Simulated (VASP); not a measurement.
A run of VASP 6.6.1 is set up as follows.

File INCAR:

```
SYSTEM = I
ALGO = Normal
EDIFF = 1E-6
ENCUT = 520
GGA = PE
ISIF = 2
ISMEAR = -1
LASPH = .TRUE.
LCHARG = .FALSE.
LREAL = .FALSE.
LWAVE = .FALSE.
NBANDS = 10
NELM = 100
PREC = Accurate
SIGMA = 0.05
```

Contents of KPOINTS:

```
k-points
0
G
  5 5 5
  0 0 0
```

Contents of POSCAR:

```
I
1.0
    0.0000000000      2.3656004428      3.9098401324
    2.1922454667      0.0000000000      3.9098401324
    2.1922454667      2.3656004428      0.0000000000
I
1
Direct
    0.0000000000      0.0000000000      0.0000000000
```

Potentials or basis: VASP PAW PBE potentials, release 64 (I).

Command:

```console
$ cat potpaw_PBE.64/I/POTCAR > POTCAR
$ mpirun -np 1 vasp_std > vasp.out
```

What does it give for the pressure?

0.4 GPa.

Stress tensor (GPa, compression positive):
```
-0.34  0.00  0.00
 0.00  0.72  0.00
 0.00  0.00  0.79
```

Caveat: the k points lie up to 0.42 Å⁻¹ apart; an odd number of electrons without spin polarisation forces a metal; a magnetic or distorted state may lie lower.
